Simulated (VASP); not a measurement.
# Si2Mo (I4/mmm) in VASP: a series of runs, part 2 of 2

VASP 6.6.1.

### 4 Single point, LDA (12.80 Å³/atom)

This run uses another cell than the first one, of 12.80 Å³/atom.

INCAR reads:

```
PREC     = Accurate       # precision mode
ENCUT    = 520            # plane-wave cutoff, eV
EDIFF    = 1E-7           # SCF threshold, eV
ISMEAR   = 0              # smearing method
SIGMA    = 0.05           # smearing width, eV
LREAL    = F              # projectors in reciprocal space
LASPH    = T              # aspherical terms in the spheres
NELM     = 60             # most SCF steps
ALGO     = Normal         # electronic algorithm
ISIF     = 2              # what is computed and relaxed
LWAVE    = F              # write WAVECAR
LCHARG   = F              # write CHGCAR
NBANDS   = 18             # bands
```

KPOINTS reads:

```
regular mesh
0
Gamma
  10 10 10
```

POSCAR reads:

```
Si2Mo
1.0
   -1.5761866334      1.5761866334      3.8650399527
    1.5761866334     -1.5761866334      3.8650399527
    1.5761866334      1.5761866334     -3.8650399527
Si Mo
2 1
Direct
    0.3351756623      0.3351756623      0.0000000000
    0.6648243377      0.6648243377      0.0000000000
    0.0000000000      0.0000000000      0.0000000000
```

Potentials or basis: VASP PAW LDA potentials, release 64 (Si, Mo_sv).

Run with:

```sh
> cat potpaw_LDA.64/Si/POTCAR potpaw_LDA.64/Mo_sv/POTCAR > POTCAR
> mpirun -np 1 vasp_std > vasp.out
```

OUTCAR:

```text
PREC = Accurate
   ENCUT = 520
   EDIFF = 1E-7
   ISMEAR = 0
   LREAL = F
   LASPH = T
   NELM = 60
   ISIF = 2

 ion  position               nearest neighbor table
   1  0.335  0.335  0.000-   2 2.55   3 2.57   3 2.57   3 2.57   3 2.57   2 2.59   2 2.59   2 2.59
                             2 2.59   3 2.59
   2  0.665  0.665  0.000-   1 2.55   3 2.57   3 2.57   3 2.57   3 2.57   1 2.59   1 2.59   1 2.59
                             1 2.59   3 2.59
   3  0.000  0.000  0.000-   2 2.57   1 2.57   2 2.57   1 2.57   2 2.57   1 2.57   1 2.57   2 2.57
                             1 2.59   2 2.59

  LATTYP: Found a body centered tetragonal cell.
 ALAT       =     3.1523732668
 C/A-ratio  =     2.4521461297

  Lattice vectors:

 A1 = (  -1.5761866334,   1.5761866334,   3.8650399527)
 A2 = (   1.5761866334,  -1.5761866334,   3.8650399527)
 A3 = (   1.5761866334,   1.5761866334,  -3.8650399527)

Analysis of symmetry for initial positions (statically):
=====================================================================
 Subroutine PRICEL returns:
 Original cell was already a primitive cell.

 Routine SETGRP: Setting up the symmetry group for a
 body centered tetragonal supercell.

 Subroutine GETGRP returns: Found 16 space group operations
 (whereof 16 operations were pure point group operations)
 out of a pool of 16 trial point group operations.

The static configuration has the point symmetry D_4h.

Analysis of symmetry for dynamics (positions and initial velocities):
=====================================================================
 Subroutine PRICEL returns:
 Original cell was already a primitive cell.

 Routine SETGRP: Setting up the symmetry group for a
 body centered tetragonal supercell.

 Subroutine GETGRP returns: Found 16 space group operations
 (whereof 16 operations were pure point group operations)
 out of a pool of 16 trial point group operations.

The dynamic configuration has the point symmetry D_4h.

 Subroutine INISYM returns: Found 16 space group operations
 (whereof 16 operations are pure point group operations),
 and found     1 'primitive' translations

----------------------------------------------------------------------------------------

                                     Primitive cell

  volume of cell :      38.4087

  direct lattice vectors                    reciprocal lattice vectors
    -1.576186633  1.576186633  3.865039953     0.000000000  0.317221317  0.129364769
     1.576186633 -1.576186633  3.865039953     0.317221317  0.000000000  0.129364769
     1.576186633  1.576186633 -3.865039953     0.317221317  0.317221317  0.000000000

  length of vectors
     4.461755534  4.461755534  4.461755534     0.342585183  0.342585183  0.448618689

  position of ions in fractional coordinates (direct lattice)
     0.335175662  0.335175662  0.000000000
     0.664824338  0.664824338  0.000000000
     0.000000000  0.000000000  0.000000000

  ion indices of the primitive-cell ions
   primitive index   ion index
                 1           1
                 2           2
                 3           3

----------------------------------------------------------------------------------------

 KPOINTS: regular mesh

Automatic generation of k-mesh.
 Grid dimensions read from file:
 generate k-points for:   10   10   10

 Generating k-lattice:

  Cartesian coordinates                     Fractional coordinates (reciprocal lattice)
     0.000000000  0.031722132  0.012936477     0.100000000  0.000000000  0.000000000
     0.031722132  0.000000000  0.012936477     0.000000000  0.100000000  0.000000000
     0.031722132  0.031722132  0.000000000     0.000000000  0.000000000  0.100000000

  Length of vectors
     0.034258518  0.034258518  0.044861869

  Shift w.r.t. Gamma in fractional coordinates (k-lattice)
     0.000000000  0.000000000  0.000000000

 Subroutine IBZKPT returns following result:
 ===========================================

 Found    102 irreducible k-points:

 Following reciprocal coordinates:
            Coordinates               Weight
  0.000000  0.000000  0.000000      1.000000
  0.100000  0.000000  0.000000      8.000000
  0.200000  0.000000  0.000000      8.000000
  0.300000  0.000000 -0.000000      8.000000
  0.400000  0.000000 -0.000000      8.000000
  0.500000  0.000000  0.000000      4.000000
[... 16 lines left out ...]
  0.300000  0.300000 -0.000000      8.000000
  0.400000  0.300000 -0.000000     16.000000
 [... further k-points ...]
   k-points           NKPTS =    102   k-points in BZ     NKDIM =    102   number of bands    NBANDS=     18
   number of dos      NEDOS =    301   number of ions     NIONS =      3
   total plane-waves  NPLWV =  46656
   dimension x,y,z NGX =    36 NGY =   36 NGZ =   36
   dimension x,y,z NGXF=    72 NGYF=   72 NGZF=   72
   ions per type =               2   1
   NGX,Y,Z   is equivalent  to a cutoff of  13.41, 13.41, 13.41 a.u.
   NGXF,Y,Z  is equivalent  to a cutoff of  26.83, 26.83, 26.83 a.u.
 SYSTEM =  unknown system
   PREC   = accura    normal or accurate (medium, high low for compatibility)
   ISTART =      0    job   : 0-new  1-cont  2-samecut
   ICHARG =      2    charge: 1-file 2-atom 10-const
   ISPIN  =      1    spin polarized calculation?
   LNONCOLLINEAR =      F non collinear calculations
   LSORBIT =      F    spin-orbit coupling
   LASPH  =      T    aspherical Exc in radial PAW
   ENCUT  =  520.0 eV  38.22 Ry    6.18 a.u.   8.30  8.30  8.30*2*pi/ulx,y,z
   NELM   =     60;   NELMIN=  2; NELMDL= -5     # of ELM steps
   EDIFF  = 0.1E-06   stopping-criterion for ELM
   LREAL  =      F    real-space projection
   EDIFFG = 0.1E-05   stopping-criterion for IOM
   NSW    =      0    number of steps for IOM
   IBRION =     -1    ionic relax: 0-MD 1-quasi-New 2-CG
   NFREE  =      0    steps in history (QN), initial steepest desc. (CG)
   ISIF   =      2    stress and relaxation
   ISYM   =      2    0-nonsym 1-usesym 2-fastsym
   POTIM  = 0.5000    time-step for ionic-motion
   TEBEG  =    0.0;   TEEND  =   0.0 temperature during run
   PSTRESS=    0.0 pullay stress
   NELECT =      22.0000    total number of electrons
   NUPDOWN=      -1.0000    fix difference up-down
   EMIN   =  10.00;   EMAX   =-10.00  energy-range for DOS
   EFERMI =   0.00;   METHOD = LEGACY
   ISMEAR =     0;   SIGMA  =   0.05  broadening in eV -4-tet -1-fermi 0-gaus
   EFERMI_NEDOS =   21; number of points for ismear=-14 and -15
   IALGO  =     38    algorithm
   IMIX   =      4    mixing-type and parameters
     AMIX     =   0.40;   BMIX     =  1.00
     AMIX_MAG =   1.60;   BMIX_MAG =  1.00
  volume/ion in A,a.u.               =      12.80        86.40
  Fermi-wavevector in a.u.,A,eV,Ry     =   1.359584  2.569241 25.149934  1.848468
  Thomas-Fermi vector in A             =   2.486319
   LORBIT       =      0    0 simple, 1 ext, 2 COOP (PROOUT), +10 PAW based schemes
   GGA     = CA    functional components
   LHFCALC =     F    Hartree Fock is set to
   AEXX    =    0.0000 exact exchange contribution
   IVDW    =     0    specifies the selected vdW correction
   LEPSILON=     F    determine dielectric tensor
   LRPA    =     F    only Hartree local field effects (RPA)
 non-spin polarized calculation
 Gauss-broadening in eV      SIGMA  =   0.05
  energy-cutoff  :      520.00
  volume of cell :       38.41
 maximum number of plane-waves:      1052
 NGX is ok and might be reduce to    36
   NGX = 17   NGY = 17   NGZ = 17

 number of electron      22.0000000 magnetization

 Free energy of the ion-electron system (eV)
  ---------------------------------------------------
  ext. energy  EPLUGINS =         0.00000000
  ---------------------------------------------------
  free energy    TOTEN  =       -25.80309697 eV

  energy without entropy =      -25.80259314  energy(sigma->0) =      -25.80284506

 E-fermi :  12.8286     XC(G=0): -12.7719

 val. band max:       12.8054449714   @ k =  -0.2000  -0.3000   0.2000
 cond. band min:      12.8825706768   @ k =   0.5000   0.5000   0.3000
 fundamental gap:      0.0771257055
 Fermi energy:        12.8286398478

 k-point     1 :       0.0000    0.0000    0.0000
  band No.  band energies     occupation
      1     -47.4010      2.00000
      2     -21.7842      2.00000
      3     -21.6702      2.00000
      4     -21.6702      2.00000
      5      -0.8166      2.00000
      6       6.2400      2.00000
[... 481 lines left out ...]
      5       3.3484      2.00000
      6       4.4100      2.00000
[... 10 lines left out ...]
     17      20.1273      0.00000
     18      22.1778      0.00000

 [... further k-points ...]

------------------------ aborting loop because EDIFF is reached ----------------------------------------

  FORCE on cell =-STRESS in cart. coord.  units (eV):
  Direction    XX          YY          ZZ          XY          YZ          ZX
  --------------------------------------------------------------------------------------
  -------------------------------------------------------------------------------------
  Total        1.3071082      1.3071082      1.3076467      0.0000000      0.0000000      0.0000000
  in kB       54.5246489     54.5246489     54.5471107      0.0000000      0.0000000      0.0000000
  external PRESSURE =      54.5321362 kB  Pullay stress =       0.0000000 kB

 VOLUME and BASIS-vectors are now :
 -----------------------------------------------------------------------------
  energy-cutoff  :      520.00
  volume of cell :       38.41
      direct lattice vectors                 reciprocal lattice vectors
    -1.576186633  1.576186633  3.865039953     0.000000000  0.317221317  0.129364769
     1.576186633 -1.576186633  3.865039953     0.317221317  0.000000000  0.129364769
     1.576186633  1.576186633 -3.865039953     0.317221317  0.317221317  0.000000000

 POSITION                                       TOTAL-FORCE (eV/Angst)
 -----------------------------------------------------------------------------------
      0.00000      0.00000      2.59093        -0.000000     -0.000000     -0.017485
      0.00000      0.00000      5.13915         0.000000      0.000000      0.017485
      0.00000      0.00000      0.00000        -0.000000     -0.000000      0.000000
 -----------------------------------------------------------------------------------
    total drift:                               -0.000000      0.000000      0.000000

  FREE ENERGIE OF THE ION-ELECTRON SYSTEM (eV)
  ---------------------------------------------------
  free  energy   TOTEN  =       -25.8030969735 eV

  energy  without entropy=      -25.8025931398  energy(sigma->0) =      -25.80284506
```

Wall time 2.7 min (1 thread of Intel Xeon 8259CL, shared host); peak memory 0.21 GiB.

What came out:

- Free energy: -25.8031 eV
- Pressure: 5.5 GPa
- Largest force: 0.017 eV/Å
- Band gap on the k mesh: zero (bands 11 and 12 overlap by 0.95 eV)

Forces in eV/Å, atoms in the order of the input:
```
Si   0.000  0.000 -0.017
Si   0.000  0.000  0.017
Mo   0.000  0.000  0.000
```

Levels at points of the mesh, in eV from the Fermi level:
```csv
k point,band 7,band 8,band 9,band 10,band 11,band 12,band 13,band 14,band 15,band 16
"(0.00, 0.00, 0.00)",-3.27,-3.23,-2.66,-2.66,0.48,3.18,3.49,3.73,3.73,4.38
"(0.50, 0.00, 0.00)",-5.07,-4.50,-2.67,-2.63,-0.48,2.47,3.26,4.37,4.47,5.69
"(0.50, 0.50, 0.00)",-5.70,-5.09,-4.51,-3.16,-1.08,2.52,2.99,3.38,3.58,4.92
"(0.50, 0.50, 0.50)",-3.73,-2.25,-0.54,-0.54,-0.37,-0.37,0.63,4.95,5.63,6.20
```

Caveat: the cell stands under pressure.

### 5 Single point, PBE+D4 (12.93 Å³/atom)

This run uses another cell than the first one, of 12.93 Å³/atom.

INCAR reads:

```
ALGO = Normal
EDIFF = 1E-6
ENCUT = 520
GGA = PE
ISIF = 2
ISMEAR = 0
IVDW = 13
LASPH = T
LCHARG = F
LREAL = F
LWAVE = F
NBANDS = 18
NELM = 80
PREC = Accurate
SIGMA = 0.05
```

KPOINTS reads:

```
k-points
0
Gamma
  10 10 10
```

POSCAR reads:

```
Si2Mo
1.0
   -1.5810429570      1.5810429570      3.8787022665
    1.5810429570     -1.5810429570      3.8787022665
    1.5810429570      1.5810429570     -3.8787022665
Si Mo
2 1
Direct
    0.3346846690      0.3346846690      0.0000000000
    0.6653153310      0.6653153310      0.0000000000
    0.0000000000      0.0000000000      0.0000000000
```

Potentials or basis: VASP PAW PBE potentials, release 64 (Si, Mo_sv).

Run with:

```sh
> cat potpaw_PBE.64/Si/POTCAR potpaw_PBE.64/Mo_sv/POTCAR > POTCAR
> mpirun -np 1 vasp_std > vasp.out
```

OUTCAR:

```text
EDIFF = 1E-6
   ENCUT = 520
   GGA = PE
   ISIF = 2
   ISMEAR = 0
   IVDW = 13
   LASPH = T
   LREAL = F
   NELM = 80
   PREC = Accurate

 ion  position               nearest neighbor table
   1  0.335  0.335  0.000-   2 2.56   3 2.58   3 2.58   3 2.58   3 2.58   2 2.59   2 2.59   2 2.59
                             2 2.59   3 2.60
   2  0.665  0.665  0.000-   1 2.56   3 2.58   3 2.58   3 2.58   3 2.58   1 2.59   1 2.59   1 2.59
                             1 2.59   3 2.60
   3  0.000  0.000  0.000-   2 2.58   1 2.58   2 2.58   1 2.58   2 2.58   1 2.58   1 2.58   2 2.58
                             1 2.60   2 2.60

  LATTYP: Found a body centered tetragonal cell.
 ALAT       =     3.1620859140
 C/A-ratio  =     2.4532554598

  Lattice vectors:

 A1 = (  -1.5810429570,   1.5810429570,   3.8787022665)
 A2 = (   1.5810429570,  -1.5810429570,   3.8787022665)
 A3 = (   1.5810429570,   1.5810429570,  -3.8787022665)

Analysis of symmetry for initial positions (statically):
=====================================================================
 Subroutine PRICEL returns:
 Original cell was already a primitive cell.

[... 172 lines left out ...]
 E-fermi :  12.7531     XC(G=0): -12.6036

 val. band max:       12.7319417708   @ k =  -0.2000  -0.3000   0.2000
 cond. band min:      12.8152618281   @ k =   0.5000   0.5000   0.3000
 fundamental gap:      0.0833200573
 Fermi energy:        12.7530824793

 k-point     1 :       0.0000    0.0000    0.0000
  band No.  band energies     occupation
      1     -47.8461      2.00000
      2     -22.0302      2.00000
      3     -21.9249      2.00000
      4     -21.9249      2.00000
      5      -0.8957      2.00000
      6       6.2072      2.00000
[... 481 lines left out ...]
      5       3.2644      2.00000
      6       4.3423      2.00000
[... 10 lines left out ...]
     17      19.9859      0.00000
     18      22.0344      0.00000

 [... further k-points ...]

------------------------ aborting loop because EDIFF is reached ----------------------------------------

  DFT-D4 for vdW energy calculation

  Edisp (eV):   -1.71568

  FORCE on cell =-STRESS in cart. coord.  units (eV):
  Direction    XX          YY          ZZ          XY          YZ          ZX
  --------------------------------------------------------------------------------------
  -------------------------------------------------------------------------------------
  Total       1.17986     1.17986     1.15987     0.00000    -0.00000     0.00000
  in kB      48.74229    48.74229    47.91673     0.00000    -0.00000     0.00000
  external pressure =       48.47 kB  Pullay stress =        0.00 kB

 VOLUME and BASIS-vectors are now :
 -----------------------------------------------------------------------------
  energy-cutoff  :      520.00
  volume of cell :       38.78
      direct lattice vectors                 reciprocal lattice vectors
    -1.581042957  1.581042957  3.878702266     0.000000000  0.316246942  0.128909095
     1.581042957 -1.581042957  3.878702266     0.316246942  0.000000000  0.128909095
     1.581042957  1.581042957 -3.878702266     0.316246942  0.316246942  0.000000000

 POSITION                                       TOTAL-FORCE (eV/Angst)
 -----------------------------------------------------------------------------------
      0.00000      0.00000      2.59628        -0.000000     -0.000000     -0.010447
      0.00000      0.00000      5.16112         0.000000      0.000000      0.010447
      0.00000      0.00000      0.00000        -0.000000     -0.000000     -0.000000
 -----------------------------------------------------------------------------------
    total drift:                                0.000000      0.000000      0.000000

  FREE ENERGIE OF THE ION-ELECTRON SYSTEM (eV)
  ---------------------------------------------------
  free  energy   TOTEN  =       -24.9081984868 eV

  energy  without entropy=      -24.9077266497  energy(sigma->0) =      -24.90796257
```

Wall time 2.1 min (1 thread of Intel Xeon 8259CL, shared host); peak memory 0.24 GiB.

Results:

```yaml
Free_energy: -24.9082 eV
Pressure: 4.8 GPa
Largest_force: 0.010 eV/Å
Band_gap_on_the_k_mesh: zero (bands 11 and 12 overlap by 0.97 eV)
Dispersion_energy_per_atom: -0.572 eV
```

Forces on the atoms (eV/Å):
```
Si   0.000  0.000 -0.010
Si   0.000  0.000  0.010
Mo   0.000  0.000  0.000
```

Caveat: the cell stands under pressure.

### 6 Summary

| level | potentials or basis | cell | gap on the mesh (eV) | pressure (GPa) | largest force (eV/Å) |
| --- | --- | --- | --- | --- | --- |
| LDA | VASP PAW LDA potentials, release 64 (Si, Mo_sv) | a = 4.434 Å, angles 138.7, 138.7, 59.9°, 3 atoms, atomic positions A | none | 10.8 | 0.02 |
| PBE+D4 | VASP PAW PBE potentials, release 64 (Si, Mo_sv) | a = 4.449 Å, angles 138.7, 138.7, 59.8°, 3 atoms, atomic positions B | none | 10.0 | 0.01 |
| LDA | VASP PAW LDA potentials, release 64 (Si, Mo_sv) | a = 4.462 Å, angles 138.6, 138.6, 59.9°, 3 atoms, atomic positions C | none | 5.5 | 0.02 |
| PBE+D4 | VASP PAW PBE potentials, release 64 (Si, Mo_sv) | a = 4.477 Å, angles 138.6, 138.6, 59.9°, 3 atoms, atomic positions D | none | 4.8 | 0.01 |

Alike in all rows: task single point; no spin polarisation; k mesh 10 × 10 × 10; cutoff (eV) 520; smearing gaussian 0.05 eV.

Caveats: the cell stands under pressure.

Absolute energies hang on the potentials; compare differences alone.

The gap in the log of VASP goes by the Fermi energy; the results here count the filled bands.